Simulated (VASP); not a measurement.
# Si2Mo (I4/mmm) in VASP: further runs

Runs on Si2Mo. Level: PBEsol. Tasks: single point.

Everything below comes from runs of VASP 6.6.1. Logs are shortened: lines on timing, memory, paths and dates and some standing lists are left out, and cuts for length are marked.

**1. The cell of the first run**

Symmetry: I4/mmm, No. 139, tetragonal system. Conventional cell: a = 3.280 Å, b = 3.280 Å, c = 7.398 Å, α = 90.00°, β = 90.00°, γ = 90.00°. Within 3.3 Å of Si (site symmetry 4mm) lie 9 Si at 2.44 to 3.28 Å and 5 Mo at 2.48 to 2.62 Å. Mo (site symmetry 4/mmm) has 10 Si at 2.48 to 2.62 Å and 4 Mo at 3.28 Å within 3.3 Å.

**2. Single point, PBEsol**

File INCAR:

```
PREC = Accurate
ENCUT = 520
EDIFF = 1E-7
ISMEAR = 0
SIGMA = 0.15
LREAL = False
LASPH = True
NELM = 100
ALGO = Normal
ISIF = 2
LWAVE = False
LCHARG = False
GGA = PS
NBANDS = 18
```

File KPOINTS:

```
Automatic mesh
0
Gamma
  24 24 24
```

File POSCAR:

```
Si2Mo
1.0
   -1.6399891115      1.6399891115      3.6992370719
    1.6399891115     -1.6399891115      3.6992370719
    1.6399891115      1.6399891115     -3.6992370719
Si Mo
2 1
Direct
    0.3350596647      0.3350596647      0.0000000000
    0.6649403353      0.6649403353      0.0000000000
    0.0000000000      0.0000000000      0.0000000000
```

Potentials or basis: VASP PAW PBE potentials, release 64 (Si, Mo_sv).

On the command line:

```
$ cat potpaw_PBE.64/Si/POTCAR potpaw_PBE.64/Mo_sv/POTCAR > POTCAR
$ mpirun -np 1 vasp_std > vasp.out
```

OUTCAR:

```text
PREC = Accurate
   ENCUT = 520
   EDIFF = 1E-7
   ISMEAR = 0
   LREAL = False
   LASPH = True
   NELM = 100
   ISIF = 2
   GGA = PS

 ion  position               nearest neighbor table
   1  0.335  0.335  0.000-   2 2.44   3 2.48   3 2.62   3 2.62   3 2.62   3 2.62   2 2.64   2 2.64
                             2 2.64   2 2.64
   2  0.665  0.665  0.000-   1 2.44   3 2.48   3 2.62   3 2.62   3 2.62   3 2.62   1 2.64   1 2.64
                             1 2.64   1 2.64
   3  0.000  0.000  0.000-   1 2.48   2 2.48   2 2.62   2 2.62   2 2.62   1 2.62   1 2.62   1 2.62
                             2 2.62   1 2.62

  LATTYP: Found a body centered tetragonal cell.
 ALAT       =     3.2799782230
 C/A-ratio  =     2.2556473369

  Lattice vectors:

 A1 = (  -1.6399891115,   1.6399891115,   3.6992370719)
 A2 = (   1.6399891115,  -1.6399891115,   3.6992370719)
 A3 = (   1.6399891115,   1.6399891115,  -3.6992370719)

Analysis of symmetry for initial positions (statically):
=====================================================================
 Subroutine PRICEL returns:
 Original cell was already a primitive cell.

 Routine SETGRP: Setting up the symmetry group for a
 body centered tetragonal supercell.

 Subroutine GETGRP returns: Found 16 space group operations
 (whereof 16 operations were pure point group operations)
 out of a pool of 16 trial point group operations.

The static configuration has the point symmetry D_4h.

Analysis of symmetry for dynamics (positions and initial velocities):
=====================================================================
 Subroutine PRICEL returns:
 Original cell was already a primitive cell.

 Routine SETGRP: Setting up the symmetry group for a
 body centered tetragonal supercell.

 Subroutine GETGRP returns: Found 16 space group operations
 (whereof 16 operations were pure point group operations)
 out of a pool of 16 trial point group operations.

The dynamic configuration has the point symmetry D_4h.

 Subroutine INISYM returns: Found 16 space group operations
 (whereof 16 operations are pure point group operations),
 and found     1 'primitive' translations

----------------------------------------------------------------------------------------

                                     Primitive cell

  volume of cell :      39.7973

  direct lattice vectors                    reciprocal lattice vectors
    -1.639989112  1.639989112  3.699237072     0.000000000  0.304880073  0.135163005
     1.639989112 -1.639989112  3.699237072     0.304880073  0.000000000  0.135163005
     1.639989112  1.639989112 -3.699237072     0.304880073  0.304880073  0.000000000

  length of vectors
     4.366174926  4.366174926  4.366174926     0.333497971  0.333497971  0.431165534

  position of ions in fractional coordinates (direct lattice)
     0.335059665  0.335059665  0.000000000
     0.664940335  0.664940335  0.000000000
     0.000000000  0.000000000  0.000000000

  ion indices of the primitive-cell ions
   primitive index   ion index
                 1           1
                 2           2
                 3           3

----------------------------------------------------------------------------------------

 KPOINTS: Automatic mesh

Automatic generation of k-mesh.
 Grid dimensions read from file:
 generate k-points for:   24   24   24

 Generating k-lattice:

  Cartesian coordinates                     Fractional coordinates (reciprocal lattice)
     0.000000000  0.012703336  0.005631792     0.041666667  0.000000000  0.000000000
     0.012703336  0.000000000  0.005631792     0.000000000  0.041666667  0.000000000
     0.012703336  0.012703336  0.000000000     0.000000000  0.000000000  0.041666667

  Length of vectors
     0.013895749  0.013895749  0.017965231

  Shift w.r.t. Gamma in fractional coordinates (k-lattice)
     0.000000000  0.000000000  0.000000000

 Subroutine IBZKPT returns following result:
 ===========================================

 Found   1063 irreducible k-points:

 Following reciprocal coordinates:
            Coordinates               Weight
  0.000000  0.000000  0.000000      1.000000
  0.041667  0.000000  0.000000      8.000000
  0.083333  0.000000  0.000000      8.000000
  0.125000  0.000000  0.000000      8.000000
  0.166667  0.000000  0.000000      8.000000
  0.208333  0.000000  0.000000      8.000000
[... 16 lines left out ...]
  0.416667  0.041667  0.000000     16.000000
  0.458333  0.041667  0.000000     16.000000
 [... further k-points ...]
   k-points           NKPTS =   1063   k-points in BZ     NKDIM =   1063   number of bands    NBANDS=     18
   number of dos      NEDOS =    301   number of ions     NIONS =      3
   total plane-waves  NPLWV =  32768
   dimension x,y,z NGX =    32 NGY =   32 NGZ =   32
   dimension x,y,z NGXF=    64 NGYF=   64 NGZF=   64
   ions per type =               2   1
   NGX,Y,Z   is equivalent  to a cutoff of  12.18, 12.18, 12.18 a.u.
   NGXF,Y,Z  is equivalent  to a cutoff of  24.37, 24.37, 24.37 a.u.
 SYSTEM =  unknown system
   PREC   = accura    normal or accurate (medium, high low for compatibility)
   ISTART =      0    job   : 0-new  1-cont  2-samecut
   ICHARG =      2    charge: 1-file 2-atom 10-const
   ISPIN  =      1    spin polarized calculation?
   LNONCOLLINEAR =      F non collinear calculations
   LSORBIT =      F    spin-orbit coupling
   LASPH  =      T    aspherical Exc in radial PAW
   ENCUT  =  520.0 eV  38.22 Ry    6.18 a.u.   8.12  8.12  8.12*2*pi/ulx,y,z
   NELM   =    100;   NELMIN=  2; NELMDL= -5     # of ELM steps
   EDIFF  = 0.1E-06   stopping-criterion for ELM
   LREAL  =      F    real-space projection
   EDIFFG = 0.1E-05   stopping-criterion for IOM
   NSW    =      0    number of steps for IOM
   IBRION =     -1    ionic relax: 0-MD 1-quasi-New 2-CG
   NFREE  =      0    steps in history (QN), initial steepest desc. (CG)
   ISIF   =      2    stress and relaxation
   ISYM   =      2    0-nonsym 1-usesym 2-fastsym
   POTIM  = 0.5000    time-step for ionic-motion
   TEBEG  =    0.0;   TEEND  =   0.0 temperature during run
   PSTRESS=    0.0 pullay stress
   NELECT =      22.0000    total number of electrons
   NUPDOWN=      -1.0000    fix difference up-down
   EMIN   =  10.00;   EMAX   =-10.00  energy-range for DOS
   EFERMI =   0.00;   METHOD = LEGACY
   ISMEAR =     0;   SIGMA  =   0.15  broadening in eV -4-tet -1-fermi 0-gaus
   EFERMI_NEDOS =   21; number of points for ismear=-14 and -15
   IALGO  =     38    algorithm
   IMIX   =      4    mixing-type and parameters
     AMIX     =   0.40;   BMIX     =  1.00
     AMIX_MAG =   1.60;   BMIX_MAG =  1.00
  volume/ion in A,a.u.               =      13.27        89.52
  Fermi-wavevector in a.u.,A,eV,Ry     =   1.343583  2.539003 24.561429  1.805214
  Thomas-Fermi vector in A             =   2.471645
   LORBIT       =      0    0 simple, 1 ext, 2 COOP (PROOUT), +10 PAW based schemes
   GGA     = PS    functional components
   LHFCALC =     F    Hartree Fock is set to
   AEXX    =    0.0000 exact exchange contribution
   IVDW    =     0    specifies the selected vdW correction
   LEPSILON=     F    determine dielectric tensor
   LRPA    =     F    only Hartree local field effects (RPA)
 non-spin polarized calculation
 Gauss-broadening in eV      SIGMA  =   0.15
  energy-cutoff  :      520.00
  volume of cell :       39.80
 maximum number of plane-waves:      1090
   NGX = 17   NGY = 17   NGZ = 17

 number of electron      22.0000000 magnetization

 Free energy of the ion-electron system (eV)
  ---------------------------------------------------
  ext. energy  EPLUGINS =         0.00000000
  ---------------------------------------------------
  free energy    TOTEN  =       -24.83138469 eV

  energy without entropy =      -24.82889707  energy(sigma->0) =      -24.83014088

 E-fermi :  12.0789     XC(G=0): -12.5493

 val. band max:       12.0662070762   @ k =   0.5000   0.5000   0.3333
 cond. band min:      12.0842630892   @ k =  -0.1250  -0.1250   0.0833
 fundamental gap:      0.0180560130
 Fermi energy:        12.0789344325

 k-point     1 :       0.0000    0.0000    0.0000
  band No.  band energies     occupation
      1     -48.3074      2.00000
      2     -22.4733      2.00000
      3     -22.4733      2.00000
      4     -22.4601      2.00000
      5      -1.1460      2.00000
      6       5.9852      2.00000
[... 10 lines left out ...]
     17      17.8691      0.00000
     18      17.8691      0.00000

 k-point     2 :       0.0417    0.0000    0.0000
  band No.  band energies     occupation
      1     -48.3072      2.00000
      2     -22.4769      2.00000
      3     -22.4729      2.00000
      4     -22.4600      2.00000
      5      -1.1148      2.00000
      6       5.9875      2.00000
[... 10 lines left out ...]
     17      17.8663      0.00000
     18      18.0172      0.00000

 k-point     3 :       0.0833    0.0000    0.0000
  band No.  band energies     occupation
      1     -48.3065      2.00000
      2     -22.4875      2.00000
      3     -22.4720      2.00000
      4     -22.4596      2.00000
      5      -1.0214      2.00000
      6       5.9906      2.00000
[... 10 lines left out ...]
     17      17.8661      0.00000
     18      18.3918      0.00000

 k-point     4 :       0.1250    0.0000    0.0000
  band No.  band energies     occupation
      1     -48.3053      2.00000
      2     -22.5043      2.00000
      3     -22.4705      2.00000
      4     -22.4591      2.00000
      5      -0.8671      2.00000
      6       5.9814      2.00000
[... 375 lines left out ...]
      4     -22.4543      2.00000
      5       1.2699      2.00000
      6       4.1626      2.00000
[... 10 lines left out ...]
     17      19.1643      0.00000
     18      20.9068      0.00000

 k-point    23 :       0.4167    0.0417    0.0000
  band No.  band energies     occupation
      1     -48.2940      2.00000
      2     -22.6675      2.00000
      3     -22.4591      2.00000
      4     -22.4535      2.00000
      5       1.7523      2.00000
      6       3.6637      2.00000
[... 10 lines left out ...]
     17      19.0778      0.00000
     18      20.3861      0.00000

 k-point    24 :       0.4583    0.0417    0.0000
  band No.  band energies     occupation
      1     -48.2933      2.00000
      2     -22.6777      2.00000
      3     -22.4581      2.00000
      4     -22.4529      2.00000
      5       2.2538      2.00000
      6       3.1497      2.00000
[... 10 lines left out ...]
     17      19.0452      0.00000
     18      20.0097      0.00000

 [... further k-points ...]

------------------------ aborting loop because EDIFF is reached ----------------------------------------

  FORCE on cell =-STRESS in cart. coord.  units (eV):
  Direction    XX          YY          ZZ          XY          YZ          ZX
  --------------------------------------------------------------------------------------
  -------------------------------------------------------------------------------------
  Total       -2.1705411     -2.1705411      7.1426077      0.0000000     -0.0000000      0.0000000
  in kB      -87.3825105    -87.3825105    287.5499489      0.0000000     -0.0000000      0.0000000
  external PRESSURE =      37.5949760 kB  Pullay stress =       0.0000000 kB

 VOLUME and BASIS-vectors are now :
 -----------------------------------------------------------------------------
  energy-cutoff  :      520.00
  volume of cell :       39.80
      direct lattice vectors                 reciprocal lattice vectors
    -1.639989112  1.639989112  3.699237072     0.000000000  0.304880073  0.135163005
     1.639989112 -1.639989112  3.699237072     0.304880073  0.000000000  0.135163005
     1.639989112  1.639989112 -3.699237072     0.304880073  0.304880073  0.000000000

 POSITION                                       TOTAL-FORCE (eV/Angst)
 -----------------------------------------------------------------------------------
      0.00000      0.00000      2.47893         0.000000      0.000000     -0.038023
      0.00000      0.00000      4.91954         0.000000      0.000000      0.038023
      0.00000      0.00000      0.00000        -0.000000     -0.000000      0.000000
 -----------------------------------------------------------------------------------
    total drift:                               -0.000000      0.000000      0.000000

  FREE ENERGIE OF THE ION-ELECTRON SYSTEM (eV)
  ---------------------------------------------------
  free  energy   TOTEN  =       -24.8313846892 eV

  energy  without entropy=      -24.8288970658  energy(sigma->0) =      -24.83014088
```

It took 3.6 min on 1 thread of Intel Xeon 6975P-C (Granite Rapids), shared host; peak memory 0.76 GiB.

Results:

| Quantity | Value |
| --- | --- |
| Free energy | -24.8314 eV |
| Pressure | 3.8 GPa |
| Largest force | 0.038 eV/Å |
| Band gap on the k mesh | zero (bands 11 and 12 overlap by 0.66 eV) |

Forces in eV/Å, atoms in the order of the input:
```
Si   0.000  0.000 -0.038
Si   0.000  0.000  0.038
Mo   0.000  0.000  0.000
```

Levels at points of the mesh, in eV from the Fermi level:
```csv
k point,band 8,band 9,band 10,band 11,band 12,band 13,band 14,band 15
"(0.00, 0.00, 0.00)",-2.79,-2.78,-2.08,0.19,3.11,3.16,3.16,3.33
"(0.50, 0.00, 0.00)",-4.11,-2.78,-2.22,-0.51,2.14,2.91,4.72,4.99
"(0.50, 0.50, 0.00)",-4.92,-4.36,-2.35,-1.13,2.18,2.89,4.32,4.40
"(0.50, 0.50, 0.50)",-2.17,-0.78,-0.78,-0.28,-0.28,0.41,5.81,6.47
```

Caveat: the cell stands under pressure; the PAW data sets were made with another functional, which shifts forces and pressure a little.

(Part 1 of 2 ends here.)
